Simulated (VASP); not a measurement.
Set up this calculation in VASP 6.6.1, as the native input.

| Quantity | Value |
| --- | --- |
| Task | single point |
| Functional | r2SCAN |
| Potentials or basis | VASP PAW PBE potentials, release 64 (K_sv, Li_sv, Nb_sv, O) |
| Cutoff | 720 eV |
| k mesh | 1 × 1 × 1, shifted |
| Occupations | fermi-dirac, width 0.05 eV |
| Spin | no spin polarisation |
| Dipole correction | no |
| Further INCAR settings | LREAL = Auto; ALGO = Normal; EDIFF = 1e-06; NBANDS = 181; ISYM = 0 |

System: K8LiNb7O24 (a cell with a defect).

```
K Li Nb O
1.0
     7.97296    0.00000    0.00000
     0.00000    7.97296    0.00000
     0.00000    0.00000    7.97296
K Li Nb O
8 1 7 24
Direct
  0.99102 0.98630 0.00282
  0.00092 0.00174 0.48618
  0.98656 0.50843 0.00503
  0.99563 0.49827 0.49487
  0.50297 0.97412 0.00002
  0.49211 0.99799 0.50036
  0.50831 0.52357 0.00930
  0.24926 0.25779 0.16270
  0.40994 0.42301 0.46156
  0.23065 0.23901 0.72652
  0.23972 0.75476 0.24637
  0.23701 0.73747 0.74602
  0.74385 0.24270 0.24431
  0.75947 0.23885 0.75159
  0.74121 0.74419 0.25063
  0.73845 0.73786 0.74238
  0.41292 0.25527 0.90255
  0.24155 0.24801 0.50453
  0.24799 0.73830 0.00343
  0.24019 0.75967 0.51167
  0.73054 0.25096 0.00360
  0.75678 0.24586 0.52042
  0.75207 0.75354 0.00883
  0.75749 0.75804 0.50738
  0.97049 0.28168 0.25868
  0.00144 0.25257 0.79041
  0.99878 0.75177 0.25625
  0.99929 0.75146 0.76065
  0.51964 0.30136 0.29519
  0.49957 0.25747 0.74411
  0.50519 0.75137 0.25829
  0.50065 0.75190 0.75493
  0.28409 0.98002 0.25461
  0.24322 0.00187 0.75993
  0.29494 0.52695 0.29164
  0.24363 0.49680 0.74651
  0.74345 0.00257 0.25880
  0.75338 0.00153 0.76205
  0.74652 0.50791 0.25702
  0.75652 0.50218 0.75982
```

The input as run:

POSCAR

```
K8LiNb7O24
1.0
    7.9729600000      0.0000000000      0.0000000000
    0.0000000000      7.9729600000      0.0000000000
    0.0000000000      0.0000000000      7.9729600000
K Li Nb O
8 1 7 24
Direct
    0.9910240000      0.9863020000      0.0028180000
    0.0009200000      0.0017370000      0.4861830000
    0.9865620000      0.5084300000      0.0050330000
    0.9956300000      0.4982690000      0.4948670000
    0.5029680000      0.9741220000      0.0000240000
    0.4921130000      0.9979920000      0.5003650000
    0.5083120000      0.5235730000      0.0092980000
    0.2492620000      0.2577950000      0.1627040000
    0.4099430000      0.4230140000      0.4615570000
    0.2306520000      0.2390100000      0.7265210000
    0.2397230000      0.7547620000      0.2463710000
    0.2370100000      0.7374680000      0.7460220000
    0.7438510000      0.2426990000      0.2443100000
    0.7594670000      0.2388500000      0.7515870000
    0.7412110000      0.7441870000      0.2506290000
    0.7384450000      0.7378600000      0.7423750000
    0.4129230000      0.2552750000      0.9025530000
    0.2415500000      0.2480080000      0.5045310000
    0.2479870000      0.7383020000      0.0034340000
    0.2401900000      0.7596650000      0.5116710000
    0.7305410000      0.2509620000      0.0035960000
    0.7567840000      0.2458630000      0.5204190000
    0.7520730000      0.7535440000      0.0088310000
    0.7574940000      0.7580450000      0.5073780000
    0.9704930000      0.2816800000      0.2586840000
    0.0014380000      0.2525690000      0.7904060000
    0.9987770000      0.7517700000      0.2562520000
    0.9992920000      0.7514620000      0.7606520000
    0.5196410000      0.3013630000      0.2951860000
    0.4995740000      0.2574720000      0.7441050000
    0.5051930000      0.7513730000      0.2582940000
    0.5006510000      0.7519020000      0.7549270000
    0.2840890000      0.9800220000      0.2546130000
    0.2432170000      0.0018670000      0.7599320000
    0.2949420000      0.5269470000      0.2916440000
    0.2436260000      0.4967960000      0.7465070000
    0.7434460000      0.0025740000      0.2587960000
    0.7533780000      0.0015300000      0.7620480000
    0.7465150000      0.5079050000      0.2570190000
    0.7565220000      0.5021750000      0.7598210000
```

INCAR.step1

```
SYSTEM = K8LiNb7O24
ALGO     = Normal         ! electronic algorithm
EDIFF    = 1E-5           ! SCF threshold, eV
ENCUT    = 720            ! plane-wave cutoff, eV
GGA      = PE             ! functional
GGA_COMPAT= .False.      
ISMEAR   = -1             ! smearing method
ISYM     = 0            
LASPH    = .True.         ! aspherical terms in the spheres
LCHARG   = .False.        ! write CHGCAR
LREAL    = Auto         
LWAVE    = .True.         ! write WAVECAR
NBANDS   = 181            ! bands
NELM     = 120            ! most SCF steps
PREC     = Accurate       ! precision mode
SIGMA    = 0.05           ! smearing width, eV
```

INCAR.step2

```
SYSTEM = K8LiNb7O24
ALGO     = Normal         ! electronic algorithm
EDIFF    = 1E-6           ! SCF threshold, eV
ENCUT    = 720            ! plane-wave cutoff, eV
GGA_COMPAT= .False.      
ISIF     = 2              ! what is computed and relaxed
ISMEAR   = -1             ! smearing method
ISTART   = 1            
ISYM     = 0            
LASPH    = .True.         ! aspherical terms in the spheres
LCHARG   = .False.        ! write CHGCAR
LMIXTAU  = .True.       
LREAL    = Auto         
LWAVE    = .False.        ! write WAVECAR
METAGGA  = R2SCAN         ! meta-GGA
NBANDS   = 181            ! bands
NELM     = 120            ! most SCF steps
PREC     = Accurate       ! precision mode
SIGMA    = 0.05           ! smearing width, eV
```

KPOINTS

```
Automatic mesh
0
Gamma
  1 1 1
  0.25 0.25 0.25
```

Potentials or basis: VASP PAW PBE potentials, release 64 (K_sv, Li_sv, Nb_sv, O).

Command:

```console
$ cat potpaw_PBE.64/K_sv/POTCAR potpaw_PBE.64/Li_sv/POTCAR potpaw_PBE.64/Nb_sv/POTCAR potpaw_PBE.64/O/POTCAR > POTCAR
$ cp INCAR.step1 INCAR
$ mpirun -np 1 vasp_std > vasp.out
$ cp INCAR.step2 INCAR
$ mpirun -np 1 vasp_std > vasp.out
```

Results of the run:

```json
{
  "Pressure": "9.1 GPa",
  "Largest force": "0.382 eV/Å",
  "Band gap on the k mesh": "0.15 eV"
}
```

Caveat: the PAW data sets were made with another functional, which shifts forces and pressure a little.

It took 78 min on 1 thread of Intel(R) Xeon(R) Platinum 8488C (Sapphire Rapids) (shared host), peak memory 1.1 GiB.
